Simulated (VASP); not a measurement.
Cr2C, 3 atoms in the cell. Symmetry: P-3m1, No. 164, trigonal system. Conventional cell: a = 2.816 Å, b = 2.816 Å, c = 4.231 Å, α = 90.00°, β = 90.00°, γ = 120.00°. Cr (site symmetry 3m) has 3 C at 1.95 Å within 2.6 Å. Within 2.6 Å of C (site symmetry -3m) lie 6 Cr at 1.95 Å. 

```yaml
Program: VASP 6.6.1
Task: single point
Functional: PBEsol
Potentials_or_basis: VASP PAW PBE potentials, release 64 (Cr_pv, C)
Cutoff: 600 eV
k_mesh: 9 × 9 × 5
Occupations: gaussian, width 0.1 eV
Spin: collinear spin, antiferromagnetic start
Starting_moments: "[3.0, -3.0, 0.0] μB"
Dipole_correction: no
Further_INCAR_settings: ALGO = Normal; EDIFF = 1e-06; NBANDS = 25
```

Potentials or basis: VASP PAW PBE potentials, release 64 (Cr_pv, C).

The run is started by

```console
$ cat potpaw_PBE.64/Cr_pv/POTCAR potpaw_PBE.64/C/POTCAR > POTCAR
$ mpirun -np 1 vasp_std > vasp.out
```

Hardware: 1 thread of Intel(R) Xeon(R) Platinum 8259CL CPU @ 2.50GHz (Skylake/Cascade Lake) (shared host).

**Question.** How long does it take, and how much memory?

**Answer.** Run time: 79 s on 1 thread of Intel(R) Xeon(R) Platinum 8259CL CPU @ 2.50GHz (Skylake/Cascade Lake) (shared host), peak memory 0.21 GiB. Counts: scf iterations 17, k points 50.
